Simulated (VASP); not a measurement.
# Fe (Im-3m) in VASP: a series of runs

Fe is run at these levels: HSE06, PBE-based screened hybrid with 25 % exact exchange, HF; tasks: single point.

All numbers are computed with VASP 6.6.1; they aren't measurements. Logs are shortened: lines on timing, memory, paths and dates and some standing lists are left out, and cuts for length are marked.

### Step 1. The cell of the first run

It takes space group Im-3m (No. 229, cubic). Conventional cell: a = 2.867 Å, b = 2.867 Å, c = 2.867 Å, α = 90.00°, β = 90.00°, γ = 90.00°. Fe (site symmetry m-3m) has 14 Fe at 2.48 to 2.87 Å within 3.3 Å.

### Step 2. Single point, HSE06, collinear spin, ferromagnetic start

Contents of POSCAR:

```
Fe
1.0
   -1.4333151444      1.4333151444      1.4333151444
    1.4333151444     -1.4333151444      1.4333151444
    1.4333151444      1.4333151444     -1.4333151444
Fe
1
Direct
    0.0000000000      0.0000000000      0.0000000000
```

Contents of INCAR.step1:

```
SYSTEM = Fe
ALGO = Normal ; EDIFF = 1E-5
ENCUT = 520 ; GGA = PE
ISIF = 2 ; ISMEAR = -1
ISPIN = 2 ; LASPH = .TRUE.
LMAXMIX = 4 ; LORBIT = 11
LREAL = .FALSE. ; LWAVE = .TRUE.
MAGMOM = 3 ; NBANDS = 14
NELM = 150 ; PREC = Accurate
SIGMA = 0.05
```

Contents of INCAR.step2:

```
SYSTEM = Fe
ALGO = Normal ; EDIFF = 1E-7
ENCUT = 520 ; GGA = PE
HFSCREEN = 0.2079 ; ISIF = 2
ISMEAR = -1 ; ISPIN = 2
ISTART = 1 ; LASPH = .TRUE.
LCHARG = .TRUE. ; LELF = .TRUE.
LHFCALC = .TRUE. ; LMAXMIX = 4
LORBIT = 11 ; LREAL = .FALSE.
LVHAR = .TRUE. ; LWAVE = .FALSE.
MAGMOM = 3 ; NBANDS = 14
NELM = 150 ; PREC = Accurate
PRECFOCK = Normal ; SIGMA = 0.05
```

Contents of KPOINTS:

```
k-points
0
G
  8 8 8
  0 0 0
```

Potentials or basis: VASP PAW PBE potentials, release 64 (Fe).

The run is started by

```
cat potpaw_PBE.64/Fe/POTCAR > POTCAR
cp INCAR.step1 INCAR
mpirun -np 1 vasp_std > vasp.out
cp INCAR.step2 INCAR
mpirun -np 1 vasp_std > vasp.out
```

OUTCAR:

```text
SYSTEM = Fe
   EDIFF = 1E-7
   ENCUT = 520
   GGA = PE
   HFSCREEN = 0.2079
   ISIF = 2
   ISMEAR = -1
   ISPIN = 2
   ISTART = 1
   LASPH = .TRUE.
   LHFCALC = .TRUE.
   LORBIT = 11
   LREAL = .FALSE.
   NELM = 150
   PREC = Accurate
   PRECFOCK = Normal

 ion  position               nearest neighbor table
   1  0.000  0.000  0.000-

  LATTYP: Found a body centered cubic cell.
 ALAT       =     2.8666302888

  Lattice vectors:

 A1 = (  -1.4333151444,   1.4333151444,   1.4333151444)
 A2 = (   1.4333151444,  -1.4333151444,   1.4333151444)
 A3 = (   1.4333151444,   1.4333151444,  -1.4333151444)

Analysis of symmetry for initial positions (statically):
=====================================================================
 Subroutine PRICEL returns:
 Original cell was already a primitive cell.

 Routine SETGRP: Setting up the symmetry group for a
 body centered cubic supercell.

 Subroutine GETGRP returns: Found 48 space group operations
 (whereof 48 operations were pure point group operations)
 out of a pool of 48 trial point group operations.

The static configuration has the point symmetry O_h .

Analysis of symmetry for dynamics (positions and initial velocities):
=====================================================================
 Subroutine PRICEL returns:
 Original cell was already a primitive cell.

 Routine SETGRP: Setting up the symmetry group for a
 body centered cubic supercell.

 Subroutine GETGRP returns: Found 48 space group operations
 (whereof 48 operations were pure point group operations)
 out of a pool of 48 trial point group operations.

The dynamic configuration has the point symmetry O_h .

Analysis of structural, dynamic, and magnetic symmetry:
=====================================================================
 Subroutine PRICEL returns:
 Original cell was already a primitive cell.

 Routine SETGRP: Setting up the symmetry group for a
 body centered cubic supercell.

 Subroutine GETGRP returns: Found 48 space group operations
 (whereof 48 operations were pure point group operations)
 out of a pool of 48 trial point group operations.

The overall configuration has the point symmetry O_h .

 Subroutine INISYM returns: Found 48 space group operations
 (whereof 48 operations are pure point group operations),
 and found     1 'primitive' translations

----------------------------------------------------------------------------------------

                                     Primitive cell

  volume of cell :      11.7784

  direct lattice vectors                    reciprocal lattice vectors
    -1.433315144  1.433315144  1.433315144     0.000000000  0.348841636  0.348841636
     1.433315144 -1.433315144  1.433315144     0.348841636  0.000000000  0.348841636
     1.433315144  1.433315144 -1.433315144     0.348841636  0.348841636  0.000000000

  length of vectors
     2.482574653  2.482574653  2.482574653     0.493336573  0.493336573  0.493336573

  position of ions in fractional coordinates (direct lattice)
     0.000000000  0.000000000  0.000000000

  ion indices of the primitive-cell ions
   primitive index   ion index
                 1           1

----------------------------------------------------------------------------------------

 KPOINTS: k-points

Automatic generation of k-mesh.
 Grid dimensions read from file:
 generate k-points for:    8    8    8

 Generating k-lattice:

  Cartesian coordinates                     Fractional coordinates (reciprocal lattice)
     0.000000000  0.043605205  0.043605205     0.125000000  0.000000000  0.000000000
     0.043605205  0.000000000  0.043605205     0.000000000  0.125000000  0.000000000
     0.043605205  0.043605205  0.000000000     0.000000000  0.000000000  0.125000000

  Length of vectors
     0.061667072  0.061667072  0.061667072

  Shift w.r.t. Gamma in fractional coordinates (k-lattice)
     0.000000000  0.000000000  0.000000000

 Subroutine IBZKPT returns following result:
 ===========================================

 Found     29 irreducible k-points:

 Following reciprocal coordinates:
            Coordinates               Weight
  0.000000  0.000000  0.000000      1.000000
  0.125000  0.000000  0.000000     12.000000
  0.250000  0.000000  0.000000     12.000000
  0.375000  0.000000  0.000000     12.000000
  0.500000  0.000000  0.000000      6.000000
  0.125000  0.125000  0.000000     24.000000
[... 16 lines left out ...]
 -0.250000  0.250000  0.250000      6.000000
 -0.375000  0.375000  0.250000     24.000000
 [... further k-points ...]
   k-points           NKPTS =     29   k-points in BZ     NKDIM =    512   number of bands    NBANDS=     14
   number of dos      NEDOS =    301   number of ions     NIONS =      1
   total plane-waves  NPLWV =   5832
   dimension x,y,z NGX =    18 NGY =   18 NGZ =   18
   dimension x,y,z NGXF=    36 NGYF=   36 NGZF=   36
   ions per type =               1
   NGX,Y,Z   is equivalent  to a cutoff of  12.05, 12.05, 12.05 a.u.
   NGXF,Y,Z  is equivalent  to a cutoff of  24.11, 24.11, 24.11 a.u.
 SYSTEM =  Fe
   PREC   = accura    normal or accurate (medium, high low for compatibility)
   ISTART =      1    job   : 0-new  1-cont  2-samecut
   ICHARG =      0    charge: 1-file 2-atom 10-const
   ISPIN  =      2    spin polarized calculation?
   LNONCOLLINEAR =      F non collinear calculations
   LSORBIT =      F    spin-orbit coupling
   LASPH  =      T    aspherical Exc in radial PAW
   ENCUT  =  520.0 eV  38.22 Ry    6.18 a.u.   4.62  4.62  4.62*2*pi/ulx,y,z
   NELM   =    150;   NELMIN=  2; NELMDL=  0     # of ELM steps
   EDIFF  = 0.1E-06   stopping-criterion for ELM
   LREAL  =      F    real-space projection
   EDIFFG = 0.1E-05   stopping-criterion for IOM
   NSW    =      0    number of steps for IOM
   IBRION =     -1    ionic relax: 0-MD 1-quasi-New 2-CG
   NFREE  =      0    steps in history (QN), initial steepest desc. (CG)
   ISIF   =      2    stress and relaxation
   ISYM   =      3    0-nonsym 1-usesym 2-fastsym
   POTIM  = 0.5000    time-step for ionic-motion
   TEBEG  =    0.0;   TEEND  =   0.0 temperature during run
   PSTRESS=    0.0 pullay stress
   NELECT =       8.0000    total number of electrons
   NUPDOWN=      -1.0000    fix difference up-down
   EMIN   =  10.00;   EMAX   =-10.00  energy-range for DOS
   EFERMI =   0.00;   METHOD = LEGACY
   ISMEAR =    -1;   SIGMA  =   0.05  broadening in eV -4-tet -1-fermi 0-gaus
   EFERMI_NEDOS =   21; number of points for ismear=-14 and -15
   IALGO  =     38    algorithm
   IMIX   =      1    mixing-type and parameters
     AMIX     =   0.40;   BMIX     =  1.00
     AMIX_MAG =   1.60;   BMIX_MAG =  1.00
  volume/ion in A,a.u.               =      11.78        79.48
  Fermi-wavevector in a.u.,A,eV,Ry     =   1.439052  2.719414 28.175904  2.070871
  Thomas-Fermi vector in A             =   2.557950
   LORBIT       =     11    0 simple, 1 ext, 2 COOP (PROOUT), +10 PAW based schemes
   GGA     = PE    functional components
   LHFCALC =     T    Hartree Fock is set to
   PRECFOCK=normal    Normal, Fast or Accurate (Low or Medium for compatibility)
   ENCUT4O =  -1.0   cutoff for four orbital integrals eV
   NKREDX  =     1    reduce k-point grid by
   NKREDY  =     1    reduce k-point grid by
   NKREDZ  =     1    reduce k-point grid by
   AEXX    =    0.2500 exact exchange contribution
   HFSCREEN=    0.2079 screening length (either q_TF or 0.3 A-1)
   HFSCREENC=   0.2079 screening length for correlation (either q_TF or 0.3 A-1)
   ENCUTFOCK=  -1.0 apply spherical cutoff to Coloumb kernel
   IVDW    =     0    specifies the selected vdW correction
   LEPSILON=     F    determine dielectric tensor
   LRPA    =     F    only Hartree local field effects (RPA)
 spin polarized calculation
  energy-cutoff  :      520.00
  volume of cell :       11.78
 maximum number of plane-waves:       327
  NGX = 14; NGY = 14; NGZ = 14

 number of electron       7.9999998 magnetization       2.7850344

 Free energy of the ion-electron system (eV)
  ---------------------------------------------------
  ext. energy  EPLUGINS =         0.00000000
  ---------------------------------------------------
  free energy    TOTEN  =       -11.53368495 eV

  energy without entropy =      -11.52676545  energy(sigma->0) =      -11.53022520

 E-fermi :   5.7484     XC(G=0): -10.5008

 val. band max:        5.7282303066   @ k =  -0.2500   0.3750   0.1250
 cond. band min:       5.7721113532   @ k =   0.1250   0.1250   0.0000
 fundamental gap:      0.0438810466
 Fermi energy:         5.7484319309

 spin component 1

 k-point     1 :       0.0000    0.0000    0.0000
  band No.  band energies     occupation
      1      -3.7317      1.00000
      2       0.6710      1.00000
      3       0.6710      1.00000
      4       0.6710      1.00000
      5       1.8339      1.00000
      6       1.8339      1.00000
      7      31.4653      0.00000
      8      31.4653      0.00000
      9      31.4653      0.00000
     10      36.4413      0.00000
     11      36.4413      0.00000
     12      38.5274      0.00000
     13      38.5274      0.00000
     14      38.5274      0.00000

 k-point     2 :       0.1250    0.0000    0.0000
  band No.  band energies     occupation
      1      -3.0396      1.00000
      2       0.5200      1.00000
      3       0.6789      1.00000
      4       1.0119      1.00000
      5       1.7142      1.00000
      6       1.8534      1.00000
      7      27.8821      0.00000
      8      30.3258      0.00000
      9      30.9809      0.00000
     10      34.2225      0.00000
[... 362 lines left out ...]
 k-point    24 :      -0.3750    0.3750    0.2500
  band No.  band energies     occupation
      1      -0.6017      1.00000
      2      -0.2916      1.00000
      3       1.2099      1.00000
      4       1.6446      1.00000
      5       2.6989      1.00000
      6       7.3506      0.00000
      7      17.7068      0.00000
      8      20.7930      0.00000
      9      23.5778      0.00000
     10      27.1522      0.00000
     11      36.8423      0.00000
     12      38.8000      0.00000
     13      41.7687      0.00000
     14      46.5316      0.00000

 [... further k-points ...]

 spin component 2

 k-point     1 :       0.0000    0.0000    0.0000
  band No.  band energies     occupation
      1      -4.3008      1.00000
      2       6.5229      0.00000
      3       6.5230      0.00000
      4       6.5230      0.00000
      5       9.4233      0.00000
      6       9.4235      0.00000
      7      30.6596      0.00000
      8      30.6596      0.00000
      9      30.6596      0.00000
     10      36.5043      0.00000
     11      36.5043      0.00000
     12      39.7419      0.00000
     13      39.7419      0.00000
     14      39.7419      0.00000

 k-point     2 :       0.1250    0.0000    0.0000
  band No.  band energies     occupation
      1      -3.6043      1.00000
      2       6.1596      0.00027
      3       6.3563      0.00001
      4       6.9535      0.00000
      5       9.1427      0.00000
      6       9.4267      0.00000
      7      28.0239      0.00000
      8      29.8662      0.00000
      9      30.6688      0.00000
     10      35.3635      0.00000
[... 362 lines left out ...]
 k-point    24 :      -0.3750    0.3750    0.2500
  band No.  band energies     occupation
      1       2.2120      1.00000
      2       4.4844      1.00000
      3       6.6490      0.00000
      4       7.4747      0.00000
      5       9.1623      0.00000
      6      10.9048      0.00000
      7      19.1070      0.00000
      8      21.6529      0.00000
      9      24.6489      0.00000
     10      27.6832      0.00000
     11      37.6200      0.00000
     12      39.3479      0.00000
     13      42.0975      0.00000
     14      46.8441      0.00000

 [... further k-points ...]

------------------------ aborting loop because EDIFF is reached ----------------------------------------

  FORCE on cell =-STRESS in cart. coord.  units (eV):
  Direction    XX          YY          ZZ          XY          YZ          ZX
  --------------------------------------------------------------------------------------
  -------------------------------------------------------------------------------------
  Total        0.5262452      0.5262452      0.5262452      0.0000000      0.0000000      0.0000000
  in kB       71.5836264     71.5836264     71.5836264      0.0000000      0.0000000      0.0000000
  external PRESSURE =      71.5836264 kB  Pullay stress =       0.0000000 kB

 VOLUME and BASIS-vectors are now :
 -----------------------------------------------------------------------------
  energy-cutoff  :      520.00
  volume of cell :       11.78
      direct lattice vectors                 reciprocal lattice vectors
    -1.433315144  1.433315144  1.433315144     0.000000000  0.348841636  0.348841636
     1.433315144 -1.433315144  1.433315144     0.348841636  0.000000000  0.348841636
     1.433315144  1.433315144 -1.433315144     0.348841636  0.348841636  0.000000000

 POSITION                                       TOTAL-FORCE (eV/Angst)
 -----------------------------------------------------------------------------------
      0.00000      0.00000      0.00000         0.000000      0.000000      0.000000
 -----------------------------------------------------------------------------------
    total drift:                               -0.000000      0.000000     -0.000000

  FREE ENERGIE OF THE ION-ELECTRON SYSTEM (eV)
  ---------------------------------------------------
  free  energy   TOTEN  =       -11.5336849546 eV

  energy  without entropy=      -11.5267654520  energy(sigma->0) =      -11.53022520

 total charge

# of ion       s       p       d       tot
------------------------------------------
    1        0.492   0.550   6.185   7.226

 magnetization (x)

# of ion       s       p       d       tot
------------------------------------------
    1       -0.035  -0.163   3.045   2.848
```

Wall time 35 min (1 thread of Intel Xeon Platinum 8488C (Sapphire Rapids), shared host); peak memory 0.24 GiB.

What came out:

```
Free energy                                           : -11.5337 eV
Pressure                                              : 7.2 GPa
Net moment                                            : 2.79 μB per cell
Site moments                                          : Fe +2.85 μB
Valence electrons inside the program's atomic spheres : Fe 7.23
```

Levels at points of the mesh, in eV from the Fermi level:
Spin up:
| k point | band 3 | band 4 | band 5 | band 6 | band 7 | band 8 |
| --- | --- | --- | --- | --- | --- | --- |
| (0.00, 0.00, 0.00) | -5.08 | -5.08 | -3.91 | -3.91 | 25.72 | 25.72 |
| (0.50, 0.00, 0.00) | -3.83 | -3.70 | -2.39 | 0.47 | 6.98 | 19.00 |
| (0.50, 0.50, 0.50) | -2.71 | -2.71 | -2.71 | 10.30 | 10.30 | 10.30 |
Spin down:
```
           k point  band 1  band 2  band 3  band 4  band 5  band 6
(0.00, 0.00, 0.00)  -10.05    0.77    0.77    0.77    3.67    3.68
(0.50, 0.00, 0.00)   -4.13   -1.40   -0.45    3.39    3.92    4.32
(0.50, 0.50, 0.50)   -2.98   -2.98    4.00    4.00    4.00   10.25
```

Caveat: the k points lie up to 0.39 Å⁻¹ apart; the PAW data sets were made with another functional, which shifts forces and pressure a little.

### Step 3. Single point, PBE-based screened hybrid with 25 % exact exchange, collinear spin, ferromagnetic start

This run uses another cell than the first one, of 12.02 Å³/atom.

Contents of POSCAR:

```
Fe
1.0
   -1.4430000000      1.4430000000      1.4430000000
    1.4430000000     -1.4430000000      1.4430000000
    1.4430000000      1.4430000000     -1.4430000000
Fe
1
Direct
    0.0000000000      0.0000000000      0.0000000000
```

Contents of INCAR.step1:

```
SYSTEM = Fe
  ALGO = Normal
  EDIFF = 1E-5
  ENCUT = 520
  GGA = PE
  ISIF = 2
  ISMEAR = -1
  ISPIN = 2
  LASPH = .TRUE.
  LCHARG = .FALSE.
  LMAXMIX = 4
  LORBIT = 11
  LREAL = .FALSE.
  LWAVE = .TRUE.
  MAGMOM = 3
  NBANDS = 14
  NELM = 150
  PREC = Accurate
  SIGMA = 0.05
```

Contents of INCAR.step2:

```
SYSTEM = Fe
  AEXX = 0.25
  ALGO = Normal
  EDIFF = 1E-6
  ENCUT = 520
  GGA = PE
  HFSCREEN = 0.3
  ISIF = 2
  ISMEAR = -1
  ISPIN = 2
  ISTART = 1
  LASPH = .TRUE.
  LCHARG = .FALSE.
  LHFCALC = .TRUE.
  LMAXMIX = 4
  LORBIT = 11
  LREAL = .FALSE.
  LWAVE = .FALSE.
  MAGMOM = 3
  NBANDS = 14
  NELM = 150
  PREC = Accurate
  PRECFOCK = Normal
  SIGMA = 0.05
```

Contents of KPOINTS:

```
k-points
0
G
  7 7 7
  0 0 0
```

Potentials or basis: VASP PAW PBE potentials, release 64 (Fe).

The run is started by

```
cat potpaw_PBE.64/Fe/POTCAR > POTCAR
cp INCAR.step1 INCAR
mpirun -np 1 vasp_std > vasp.out
cp INCAR.step2 INCAR
mpirun -np 1 vasp_std > vasp.out
```

Run time: 14 min. Hardware: 1 thread of Intel Xeon Platinum 8488C (Sapphire Rapids), shared host; peak memory 0.23 GiB.

It converged, with:

- Free energy: -11.1332 eV
- Pressure: 6.1 GPa
- Net moment: 2.89 μB per cell
- Site moments: Fe +2.95 μB
- Valence electrons inside the program's atomic spheres: Fe 7.18

Levels at points of the mesh, in eV from the Fermi level:
Spin up:
```csv
k point,band 2,band 3,band 4,band 5,band 6,band 7,band 8,band 9
"(0.00, 0.00, 0.00)",-4.99,-4.99,-4.99,-3.78,-3.78,25.34,25.34,25.34
```
Spin down:
```csv
k point,band 1,band 2,band 3,band 4,band 5,band 6
"(0.00, 0.00, 0.00)",-9.66,0.83,0.83,0.83,3.42,3.42
```

Caveat: the k points lie up to 0.44 Å⁻¹ apart; the PAW data sets were made with another functional, which shifts forces and pressure a little.

### Step 4. Single point, HF, collinear spin, ferromagnetic start

This run uses another cell than the first one, of 12.02 Å³/atom.

POSCAR is that of step 3.

Contents of INCAR.step1:

```
SYSTEM = Fe
PREC = Accurate
ENCUT = 520
EDIFF = 1E-5
ISMEAR = -1
SIGMA = 0.05
LREAL = .False.
LASPH = .True.
NELM = 150
ALGO = Normal
ISIF = 2
LWAVE = .True.
LCHARG = .False.
ISPIN = 2
MAGMOM = 3
LORBIT = 11
LMAXMIX = 4
GGA = PE
NBANDS = 14
```

Contents of INCAR.step2:

```
SYSTEM = Fe
PREC = Accurate
ENCUT = 520
EDIFF = 1E-6
ISMEAR = -1
SIGMA = 0.05
LREAL = .False.
LASPH = .True.
NELM = 150
ALGO = Normal
ISIF = 2
LWAVE = .False.
LCHARG = .False.
ISPIN = 2
MAGMOM = 3
LORBIT = 11
LMAXMIX = 4
GGA = PE
LHFCALC = .True.
AEXX = 1.0
ALDAC = 0.0
AGGAC = 0.0
PRECFOCK = Normal
ISTART = 1
NBANDS = 14
```

Contents of KPOINTS:

```
Automatic mesh
0
Gamma
  7 7 7
  0 0 0
```

The run is started by

```
cat potpaw_PBE.64/Fe/POTCAR > POTCAR
cp INCAR.step1 INCAR
mpirun -np 1 vasp_std > vasp.out
cp INCAR.step2 INCAR
mpirun -np 1 vasp_std > vasp.out
```

Wall time 21 min (1 thread of Intel Xeon Platinum 8375C at 2.90GHz (Ice Lake), shared host); peak memory 0.15 GiB.

It converged, with:

```
Free energy                                           : -27.1163 eV
Pressure                                              : 47.3 GPa
Net moment                                            : 3.07 μB per cell
Site moments                                          : Fe +3.21 μB
Valence electrons inside the program's atomic spheres : Fe 7.26
```

Levels at points of the mesh, in eV from the Fermi level:
Spin up:
```
           k point  band 3  band 4  band 5  band 6  band 7  band 8  band 9  band 10
(0.00, 0.00, 0.00)  -16.68  -15.63  -15.63  -15.21   29.90   29.90   29.90    34.75
```
Spin down:
```tsv
k point	band 1	band 2	band 3	band 4	band 5	band 6	band 7
(0.00, 0.00, 0.00)	-18.75	5.76	5.76	5.76	10.70	10.70	27.88
```

Caveat: the k points lie up to 0.44 Å⁻¹ apart; the PAW data sets were made with another functional, which shifts forces and pressure a little.

### Step 5. The runs side by side

```csv
level,cell,k mesh,share of exact exchange,screening parameter,gap on the mesh (eV),pressure (GPa),moment (μB)
HSE06,"a = 2.483 Å, angles 109.5°, 1 atom",8 × 8 × 8,0.25,0.2079 1/Å,none,7.2,2.79
PBE-based screened hybrid with 25 % exact exchange,"a = 2.499 Å, angles 109.5°, 1 atom",7 × 7 × 7,0.25,0.3 1/Å,none,6.1,2.89
HF,"a = 2.499 Å, angles 109.5°, 1 atom",7 × 7 × 7,1,-,none,47.3,3.07
```

Alike in all rows: task single point; potentials or basis VASP PAW PBE potentials, release 64 (Fe); spin collinear, ferromagnetic start; cutoff (eV) 520; smearing fermi-dirac 0.05 eV.

Caveats: all runs use coarse meshes; the PAW data sets were made with another functional, which shifts forces and pressure a little.

Absolute energies hang on the potentials; compare differences alone.
